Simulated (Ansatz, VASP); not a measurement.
## One calculation of SnTe, two programs

```
Sn Te
1.0
     0.00000    3.15085    3.15085
     3.15085    0.00000    3.15085
     3.15085    3.15085    0.00000
Sn Te
1 1
Cartesian
  0.0000 0.0000 0.0000
  3.1509 3.1509 3.1509
```

Alike in both runs: task relaxation of cell and atoms; functional PBE; k mesh 5 × 5 × 5; occupations fermi-dirac, width 0.05 eV; no spin polarisation.

|  | VASP | Ansatz |
| --- | --- | --- |
| version | VASP 6.6.1 | Ansatz 0.2.0 |
| potentials or method | VASP PAW PBE potentials, release 64 (Sn_d, Te) | plane waves, PAW |
| plane-wave cutoff (eV) | 600 | 420 |
| valence electrons in the cell | 20 | 30 |

|  | VASP | Ansatz | Ansatz less VASP |
| --- | --- | --- | --- |
| relaxed volume (Å³/atom) | 32.90 | 32.93 | +0.033 |
| relaxed length of the cell vector where the two differ most in proportion (Å) | 4.532 | 4.533 | +0.0015 |

VASP's potentials hold 20 valence electrons a cell and Ansatz's 30, so a difference there can come from the potentials and not from the codes. Ansatz's warnings: stress scf threshold loose.

Spin-orbit coupling is off throughout.
